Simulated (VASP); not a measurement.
# CsBr (Pm-3m) in VASP: a series of runs

Runs on CsBr. Level: r2SCAN. Tasks: single point.

Everything below comes from runs of VASP 6.6.1. Logs are shortened: lines on timing, memory, paths and dates and some standing lists are left out, and cuts for length are marked.

### Step 1. The cell of the first run

Symmetry: Pm-3m, No. 221, cubic system. The conventional cell has a = 4.320 Å, b = 4.320 Å, c = 4.320 Å, α = 90.00°, β = 90.00°, γ = 90.00°. Cs (site symmetry m-3m) has 8 Br at 3.74 Å and 6 Cs at 4.32 Å within 4.9 Å. Within 4.9 Å of Br (site symmetry m-3m) lie 8 Cs at 3.74 Å and 6 Br at 4.32 Å.

### Step 2. Single point, r2SCAN

The input, POSCAR:

```
CsBr
1.0
    4.3196005666      0.0000000000      0.0000000000
    0.0000000000      4.3196005666      0.0000000000
    0.0000000000      0.0000000000      4.3196005666
Cs Br
1 1
Direct
    0.0000000000      0.0000000000      0.0000000000
    0.5000000000      0.5000000000      0.5000000000
```

The input, INCAR.step1:

```
PREC = Accurate
ENCUT = 550
ISMEAR = 0
SIGMA = 0.01
LREAL = False
LASPH = True
NELM = 120
NBANDS = 15
GGA = PE
ALGO = Normal
EDIFF = 1E-5
LWAVE = True
LCHARG = False
GGA_COMPAT = False
```

The input, INCAR.step2:

```
PREC = Accurate
ENCUT = 550
EDIFF = 1E-6
ISMEAR = 0
SIGMA = 0.01
LREAL = False
LASPH = True
NELM = 120
ALGO = Normal
ISIF = 2
LWAVE = False
LCHARG = True
METAGGA = R2SCAN
LMIXTAU = True
LELF = True
LVHAR = True
NBANDS = 15
ISTART = 1
GGA_COMPAT = False
```

The input, KPOINTS:

```
regular mesh
0
Gamma
  6 6 6
```

Potentials or basis: VASP PAW PBE potentials, release 64 (Cs_sv, Br).

Command:

```bash
$ cat potpaw_PBE.64/Cs_sv/POTCAR potpaw_PBE.64/Br/POTCAR > POTCAR
$ cp INCAR.step1 INCAR
$ mpirun -np 1 vasp_std > vasp.out
$ cp INCAR.step2 INCAR
$ mpirun -np 1 vasp_std > vasp.out
```

OUTCAR:

```text
PREC = Accurate
   ENCUT = 550
   EDIFF = 1E-6
   ISMEAR = 0
   LREAL = False
   LASPH = True
   NELM = 120
   ISIF = 2
   METAGGA = R2SCAN
   ISTART = 1

 ion  position               nearest neighbor table
   1  0.000  0.000  0.000-
   2  0.500  0.500  0.500-

  LATTYP: Found a simple cubic cell.
 ALAT       =     4.3196005666

  Lattice vectors:

 A1 = (   4.3196005666,   0.0000000000,   0.0000000000)
 A2 = (   0.0000000000,   4.3196005666,   0.0000000000)
 A3 = (   0.0000000000,   0.0000000000,   4.3196005666)

Analysis of symmetry for initial positions (statically):
=====================================================================
 Subroutine PRICEL returns:
 Original cell was already a primitive cell.

 Routine SETGRP: Setting up the symmetry group for a
 simple cubic supercell.

 Subroutine GETGRP returns: Found 48 space group operations
[... 9 lines left out ...]

 Routine SETGRP: Setting up the symmetry group for a
 simple cubic supercell.

 Subroutine GETGRP returns: Found 48 space group operations
[... 11 lines left out ...]
                                     Primitive cell

  volume of cell :      80.5992

  direct lattice vectors                    reciprocal lattice vectors
     4.319600567  0.000000000  0.000000000     0.231502887  0.000000000  0.000000000
     0.000000000  4.319600567  0.000000000     0.000000000  0.231502887  0.000000000
     0.000000000  0.000000000  4.319600567     0.000000000  0.000000000  0.231502887

  length of vectors
     4.319600567  4.319600567  4.319600567     0.231502887  0.231502887  0.231502887

  position of ions in fractional coordinates (direct lattice)
     0.000000000  0.000000000  0.000000000
     0.500000000  0.500000000  0.500000000

  ion indices of the primitive-cell ions
   primitive index   ion index
                 1           1
                 2           2

----------------------------------------------------------------------------------------

 KPOINTS: regular mesh

Automatic generation of k-mesh.
 Grid dimensions read from file:
 generate k-points for:    6    6    6

 Generating k-lattice:

  Cartesian coordinates                     Fractional coordinates (reciprocal lattice)
     0.038583814  0.000000000  0.000000000     0.166666667  0.000000000  0.000000000
     0.000000000  0.038583814  0.000000000     0.000000000  0.166666667  0.000000000
     0.000000000  0.000000000  0.038583814     0.000000000  0.000000000  0.166666667

  Length of vectors
     0.038583814  0.038583814  0.038583814

  Shift w.r.t. Gamma in fractional coordinates (k-lattice)
     0.000000000  0.000000000  0.000000000

 Subroutine IBZKPT returns following result:
 ===========================================

 Found     20 irreducible k-points:

 Following reciprocal coordinates:
            Coordinates               Weight
  0.000000  0.000000  0.000000      1.000000
  0.166667  0.000000  0.000000      6.000000
  0.333333  0.000000  0.000000      6.000000
  0.500000  0.000000  0.000000      3.000000
  0.166667  0.166667  0.000000     12.000000
  0.333333  0.166667  0.000000     24.000000
[... 12 lines left out ...]
  0.500000  0.500000  0.333333      6.000000
  0.500000  0.500000  0.500000      1.000000
   k-points           NKPTS =     20   k-points in BZ     NKDIM =     20   number of bands    NBANDS=     15
   number of dos      NEDOS =    301   number of ions     NIONS =      2
   total plane-waves  NPLWV =  46656
   dimension x,y,z NGX =    36 NGY =   36 NGZ =   36
   dimension x,y,z NGXF=    72 NGYF=   72 NGZF=   72
   ions per type =               1   1
   NGX,Y,Z   is equivalent  to a cutoff of  13.86, 13.86, 13.86 a.u.
   NGXF,Y,Z  is equivalent  to a cutoff of  27.71, 27.71, 27.71 a.u.
 SYSTEM =  unknown system
   PREC   = accura    normal or accurate (medium, high low for compatibility)
   ISTART =      1    job   : 0-new  1-cont  2-samecut
   ICHARG =      0    charge: 1-file 2-atom 10-const
   ISPIN  =      1    spin polarized calculation?
   LNONCOLLINEAR =      F non collinear calculations
   LSORBIT =      F    spin-orbit coupling
   LASPH  =      T    aspherical Exc in radial PAW
   ENCUT  =  550.0 eV  40.42 Ry    6.36 a.u.   8.26  8.26  8.26*2*pi/ulx,y,z
   NELM   =    120;   NELMIN=  2; NELMDL=  0     # of ELM steps
   EDIFF  = 0.1E-05   stopping-criterion for ELM
   LREAL  =      F    real-space projection
   EDIFFG = 0.1E-04   stopping-criterion for IOM
   NSW    =      0    number of steps for IOM
   IBRION =     -1    ionic relax: 0-MD 1-quasi-New 2-CG
   NFREE  =      0    steps in history (QN), initial steepest desc. (CG)
   ISIF   =      2    stress and relaxation
   ISYM   =      2    0-nonsym 1-usesym 2-fastsym
   POTIM  = 0.5000    time-step for ionic-motion
   TEBEG  =    0.0;   TEEND  =   0.0 temperature during run
   PSTRESS=    0.0 pullay stress
   NELECT =      16.0000    total number of electrons
   NUPDOWN=      -1.0000    fix difference up-down
   EMIN   =  10.00;   EMAX   =-10.00  energy-range for DOS
   EFERMI =   0.00;   METHOD = LEGACY
   ISMEAR =     0;   SIGMA  =   0.01  broadening in eV -4-tet -1-fermi 0-gaus
   EFERMI_NEDOS =   21; number of points for ismear=-14 and -15
   IALGO  =     38    algorithm
   IMIX   =      4    mixing-type and parameters
     AMIX     =   0.40;   BMIX     =  1.00
     AMIX_MAG =   1.60;   BMIX_MAG =  1.00
  volume/ion in A,a.u.               =      40.30       271.96
  Fermi-wavevector in a.u.,A,eV,Ry     =   0.955003  1.804693 12.408922  0.912030
  Thomas-Fermi vector in A             =   2.083801
   LORBIT       =      0    0 simple, 1 ext, 2 COOP (PROOUT), +10 PAW based schemes
   METAGGA = R2SCAN    functional components
   LHFCALC =     F    Hartree Fock is set to
   AEXX    =    0.0000 exact exchange contribution
   IVDW    =     0    specifies the selected vdW correction
   LEPSILON=     F    determine dielectric tensor
   LRPA    =     F    only Hartree local field effects (RPA)
 non-spin polarized calculation
 Gauss-broadening in eV      SIGMA  =   0.01
  energy-cutoff  :      550.00
  volume of cell :       80.60
 maximum number of plane-waves:      2378
 NGX is ok and might be reduce to    36
   NGX = 17   NGY = 17   NGZ = 17

 number of electron      16.0000003 magnetization

 Free energy of the ion-electron system (eV)
  ---------------------------------------------------
  ext. energy  EPLUGINS =         0.00000000
  ---------------------------------------------------
  free energy    TOTEN  =       -42.32538110 eV

  energy without entropy =      -42.32538110  energy(sigma->0) =      -42.32538110

 E-fermi :  -0.6607     XC(G=0):  -8.3523

 val. band max:       -0.7743933777   @ k =   0.5000   0.5000   0.0000
 cond. band min:       4.4112236271   @ k =   0.0000   0.0000   0.0000
 fundamental gap:      5.1856170048
 Fermi energy:        -0.6607043649

 k-point     1 :       0.0000    0.0000    0.0000
  band No.  band energies     occupation
      1     -21.1140      2.00000
      2     -13.5459      2.00000
      3      -7.3409      2.00000
      4      -7.3409      2.00000
      5      -7.3409      2.00000
      6      -0.7793      2.00000
      7      -0.7793      2.00000
      8      -0.7793      2.00000
      9       4.4112      0.00000
     10       4.6486      0.00000
     11       4.6486      0.00000
     12       8.9753      0.00000
     13       8.9753      0.00000
     14       8.9753      0.00000
     15      11.8951      0.00000

 k-point     2 :       0.1667    0.0000    0.0000
  band No.  band energies     occupation
      1     -21.1013      2.00000
      2     -13.5488      2.00000
      3      -7.4396      2.00000
      4      -7.3167      2.00000
      5      -7.3167      2.00000
      6      -1.1573      2.00000
      7      -0.8253      2.00000
      8      -0.8253      2.00000
      9       4.8272      0.00000
     10       5.0414      0.00000
     11       5.2529      0.00000
     12       8.8251      0.00000
     13       8.8251      0.00000
     14       9.1168      0.00000
     15      10.5540      0.00000

 k-point     3 :       0.3333    0.0000    0.0000
  band No.  band energies     occupation
      1     -21.0754      2.00000
      2     -13.5561      2.00000
      3      -7.6197      2.00000
      4      -7.2674      2.00000
      5      -7.2674      2.00000
      6      -1.7702      2.00000
      7      -0.9203      2.00000
      8      -0.9203      2.00000
      9       5.2974      0.00000
     10       6.3341      0.00000
     11       6.6659      0.00000
     12       8.6931      0.00000
     13       8.6931      0.00000
     14       8.9263      0.00000
     15       9.4624      0.00000

 k-point     4 :       0.5000    0.0000    0.0000
  band No.  band energies     occupation
      1     -21.0624      2.00000
      2     -13.5605      2.00000
      3      -7.7019      2.00000
      4      -7.2421      2.00000
      5      -7.2421      2.00000
      6      -2.0321      2.00000
      7      -0.9693      2.00000
      8      -0.9693      2.00000
      9       5.6549      0.00000
     10       7.0762      0.00000
     11       7.5934      0.00000
     12       8.1634      0.00000
     13       8.7134      0.00000
     14       8.7134      0.00000
     15       9.6873      0.00000
[... 235 lines left out ...]
 k-point    18 :       0.5000    0.3333    0.3333
  band No.  band energies     occupation
      1     -20.9980      2.00000
      2     -13.4109      2.00000
      3      -7.7887      2.00000
      4      -7.6611      2.00000
      5      -7.6117      2.00000
      6      -1.6949      2.00000
      7      -1.6930      2.00000
      8      -1.4298      2.00000
      9       6.8109      0.00000
     10       7.0290      0.00000
     11       7.6775      0.00000
     12       7.9600      0.00000
     13       8.6679      0.00000
     14       9.5005      0.00000
     15      11.3058      0.00000

 k-point    19 :       0.5000    0.5000    0.3333
  band No.  band energies     occupation
      1     -20.9874      2.00000
      2     -13.3889      2.00000
      3      -7.7703      2.00000
      4      -7.7703      2.00000
      5      -7.5977      2.00000
      6      -1.7651      2.00000
      7      -1.7651      2.00000
      8      -1.6626      2.00000
      9       7.3719      0.00000
     10       7.4748      0.00000
     11       7.6493      0.00000
     12       7.6493      0.00000
     13       9.6938      0.00000
     14       9.6938      0.00000
     15      11.0127      0.00000

 k-point    20 :       0.5000    0.5000    0.5000
  band No.  band energies     occupation
      1     -20.9769      2.00000
      2     -13.3695      2.00000
      3      -7.7256      2.00000
      4      -7.7256      2.00000
      5      -7.7256      2.00000
      6      -1.9007      2.00000
      7      -1.9007      2.00000
      8      -1.9007      2.00000
      9       8.1182      0.00000
     10       8.1182      0.00000
     11       8.1182      0.00000
     12       9.0037      0.00000
     13       9.0037      0.00000
     14       9.0037      0.00000
     15      11.0622      0.00000

------------------------ aborting loop because EDIFF is reached ----------------------------------------

  FORCE on cell =-STRESS in cart. coord.  units (eV):
  Direction    XX          YY          ZZ          XY          YZ          ZX
  --------------------------------------------------------------------------------------
  -------------------------------------------------------------------------------------
  Total        0.0464915      0.0464915      0.0464915      0.0000000      0.0000000      0.0000000
  in kB        0.9241731      0.9241731      0.9241731      0.0000000      0.0000000      0.0000000
  external PRESSURE =       0.9241731 kB  Pullay stress =       0.0000000 kB

 VOLUME and BASIS-vectors are now :
 -----------------------------------------------------------------------------
  energy-cutoff  :      550.00
  volume of cell :       80.60
      direct lattice vectors                 reciprocal lattice vectors
     4.319600567  0.000000000  0.000000000     0.231502887  0.000000000  0.000000000
     0.000000000  4.319600567  0.000000000     0.000000000  0.231502887  0.000000000
     0.000000000  0.000000000  4.319600567     0.000000000  0.000000000  0.231502887

 POSITION                                       TOTAL-FORCE (eV/Angst)
 -----------------------------------------------------------------------------------
      0.00000      0.00000      0.00000         0.000000      0.000000      0.000000
      2.15980      2.15980      2.15980         0.000000      0.000000      0.000000
 -----------------------------------------------------------------------------------
    total drift:                                0.000000      0.000000      0.000000

  FREE ENERGIE OF THE ION-ELECTRON SYSTEM (eV)
  ---------------------------------------------------
  free  energy   TOTEN  =       -42.3253811004 eV

  energy  without entropy=      -42.3253811004  energy(sigma->0) =      -42.32538110
```

Run time: 71 s. Hardware: 1 thread of Intel Xeon Platinum 8259CL at 2.50GHz (Skylake/Cascade Lake), shared host; peak memory 0.22 GiB.

Results:

```yaml
Free_energy: -42.3254 eV
Pressure: 0.1 GPa
Band_gap_on_the_k_mesh: 5.19 eV, indirect (the least direct gap lies 4.9 meV higher)
```

Levels at points of the mesh, in eV from the valence-band top:
| k point | band 5 | band 6 | band 7 | band 8 | band 9 | band 10 | band 11 | band 12 |
| --- | --- | --- | --- | --- | --- | --- | --- | --- |
| (0.00, 0.00, 0.00) | -6.57 | 0.00 | 0.00 | 0.00 | 5.19 | 5.42 | 5.42 | 9.75 |
| (0.50, 0.00, 0.00) | -6.47 | -1.26 | -0.19 | -0.19 | 6.43 | 7.85 | 8.37 | 8.94 |
| (0.50, 0.50, 0.00) | -6.41 | -0.58 | -0.58 | 0.00 | 5.84 | 6.11 | 7.85 | 7.85 |
| (0.50, 0.50, 0.50) | -6.95 | -1.13 | -1.13 | -1.13 | 8.89 | 8.89 | 8.89 | 9.78 |

Caveat: the PAW data sets were made with another functional, which shifts forces and pressure a little; spin-orbit coupling is left out, which moves the levels of the heavy elements.

### Step 3. Single point, r2SCAN (volume changed by +3%)

The input, POSCAR:

```
CsBr
1.0
    4.3623716707      0.0000000000      0.0000000000
    0.0000000000      4.3623716707      0.0000000000
    0.0000000000      0.0000000000      4.3623716707
Cs Br
1 1
Direct
    0.0000000000      0.0000000000      0.0000000000
    0.5000000000      0.5000000000      0.5000000000
```

The input, INCAR.step1:

```
PREC = Accurate ; ENCUT = 550
ISMEAR = 0 ; SIGMA = 0.01
LREAL = F ; LASPH = T
NELM = 120 ; NBANDS = 15
GGA = PE ; ALGO = Normal
EDIFF = 1E-5 ; LWAVE = T
LCHARG = F ; GGA_COMPAT = F
```

The input, INCAR.step2:

```
PREC = Accurate ; ENCUT = 550
EDIFF = 1E-6 ; ISMEAR = 0
SIGMA = 0.01 ; LREAL = F
LASPH = T ; NELM = 120
ALGO = Normal ; ISIF = 2
LWAVE = F ; LCHARG = F
METAGGA = R2SCAN ; LMIXTAU = T
NBANDS = 15 ; ISTART = 1
GGA_COMPAT = F
```

KPOINTS is that of step 2.

Potentials or basis: VASP PAW PBE potentials, release 64 (Cs_sv, Br).

Command:

```bash
$ cat potpaw_PBE.64/Cs_sv/POTCAR potpaw_PBE.64/Br/POTCAR > POTCAR
$ cp INCAR.step1 INCAR
$ mpirun -np 1 vasp_std > vasp.out
$ cp INCAR.step2 INCAR
$ mpirun -np 1 vasp_std > vasp.out
```

Wall time 74 s (1 thread of Intel Xeon Platinum 8259CL at 2.50GHz (Skylake/Cascade Lake), shared host); peak memory 0.22 GiB.

Results (log left out):

- Free energy: -42.3235 eV
- Pressure: -0.3 GPa
- Band gap on the k mesh: 5.06 eV, indirect (least direct gap 5.07 eV)

Levels at points of the mesh, in eV from the valence-band top:
```
           k point  band 6  band 7  band 8  band 9  band 10  band 11
(0.00, 0.00, 0.00)   -0.02   -0.02   -0.02    5.06     5.44     5.44
(0.50, 0.00, 0.00)   -1.20   -0.18   -0.18    6.41     7.70     8.19
(0.50, 0.50, 0.00)   -0.57   -0.57    0.00    5.81     6.08     7.81
(0.50, 0.50, 0.50)   -1.07   -1.07   -1.07    8.75     8.75     8.75
```

Caveat: the PAW data sets were made with another functional, which shifts forces and pressure a little; spin-orbit coupling is left out, which moves the levels of the heavy elements. A k mesh can miss the band edges.

### Step 4. Single point, r2SCAN (volume changed by +6%)

The input, POSCAR:

```
CsBr
1.0
    4.4043201255      0.0000000000      0.0000000000
    0.0000000000      4.4043201255      0.0000000000
    0.0000000000      0.0000000000      4.4043201255
Cs Br
1 1
Direct
    0.0000000000      0.0000000000      0.0000000000
    0.5000000000      0.5000000000      0.5000000000
```

The input, INCAR.step1:

```
SYSTEM = CsBr
  PREC = Accurate
  ENCUT = 550
  ISMEAR = 0
  SIGMA = 0.01
  LREAL = .False.
  LASPH = .True.
  NELM = 120
  NBANDS = 15
  GGA = PE
  ALGO = Normal
  EDIFF = 1E-5
  LWAVE = .True.
  LCHARG = .False.
  GGA_COMPAT = .False.
```

The input, INCAR.step2:

```
SYSTEM = CsBr
  PREC = Accurate
  ENCUT = 550
  EDIFF = 1E-6
  ISMEAR = 0
  SIGMA = 0.01
  LREAL = .False.
  LASPH = .True.
  NELM = 120
  ALGO = Normal
  ISIF = 2
  LWAVE = .False.
  LCHARG = .False.
  METAGGA = R2SCAN
  LMIXTAU = .True.
  NBANDS = 15
  ISTART = 1
  GGA_COMPAT = .False.
```

The input, KPOINTS:

```
regular mesh
0
Gamma
  6 6 6
  0 0 0
```

Command:

```bash
$ cat potpaw_PBE.64/Cs_sv/POTCAR potpaw_PBE.64/Br/POTCAR > POTCAR
$ cp INCAR.step1 INCAR
$ mpirun -np 1 vasp_std > vasp.out
$ cp INCAR.step2 INCAR
$ mpirun -np 1 vasp_std > vasp.out
```

Wall time 94 s (1 thread of Intel Xeon Platinum 8259CL at 2.50GHz (Skylake/Cascade Lake), shared host); peak memory 0.22 GiB.

Results (log left out):

* Free energy: -42.3156 eV
* Pressure: -0.7 GPa
* Band gap on the k mesh: 4.94 eV, indirect (least direct gap 4.96 eV)

Levels at points of the mesh, in eV from the valence-band top:
```tsv
k point	band 6	band 7	band 8	band 9	band 10	band 11
(0.00, 0.00, 0.00)	-0.02	-0.02	-0.02	4.94	5.46	5.46
(0.50, 0.00, 0.00)	-1.15	-0.17	-0.17	6.40	7.56	8.02
(0.50, 0.50, 0.00)	-0.57	-0.57	0.00	5.78	6.05	7.77
(0.50, 0.50, 0.50)	-1.01	-1.01	-1.01	8.61	8.61	8.61
```

Caveat: the PAW data sets were made with another functional, which shifts forces and pressure a little; spin-orbit coupling is left out, which moves the levels of the heavy elements. A k mesh can miss the band edges.

### Step 5. The runs side by side

```csv
cell,gap on the mesh (eV),pressure (GPa)
"a = 4.320 Å, 2 atoms",5.19,0.1
"a = 4.362 Å, 2 atoms",5.06,-0.3
"a = 4.404 Å, 2 atoms",4.94,-0.7
```

Alike in all rows: task single point; level r2SCAN; potentials or basis VASP PAW PBE potentials, release 64 (Cs_sv, Br); no spin polarisation; k mesh 6 × 6 × 6; cutoff (eV) 550; smearing gaussian 0.01 eV.

Caveats: the PAW data sets were made with another functional, which shifts forces and pressure a little; spin-orbit coupling is left out, which moves the levels of the heavy elements.

Total energies depend on the potentials used, so only differences within one code and one set of settings carry meaning.
